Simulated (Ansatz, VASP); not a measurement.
## One calculation of TaRu, two programs

```
Ta Ru
1.0
     3.19759    0.00000    0.00000
     0.00000    3.19759    0.00000
     0.00000    0.00000    3.19759
Ta Ru
1 1
Direct
  0.50000 0.50000 0.50000
  0.00000 0.00000 0.00000
```

Change from the starting cell: volume scaled by 1.01, crystal datasets.

Alike in both runs: task electric field gradients; functional LDA; k mesh 13 × 13 × 13; occupations fermi-dirac, width 0.03 eV; no spin polarisation.

|  | VASP | Ansatz |
| --- | --- | --- |
| version | VASP 6.6.1 | Ansatz 0.2.0 |
| potentials or method | VASP PAW LDA potentials, release 64 (Ta_pv, Ru_pv), cutoff 520 eV | all-electron PAW with datasets made for the crystal, scalar-relativistic |

|  | VASP | Ansatz | Ansatz less VASP |
| --- | --- | --- | --- |
| pressure (GPa) | -17.6 | -18.2 | -0.62 |

LDA's correlation is that of Perdew and Zunger in VASP and of Perdew and Wang (1992) in Ansatz. Ansatz ran all-electron here, and VASP with PAW potentials.

Neither program's run includes spin-orbit coupling.
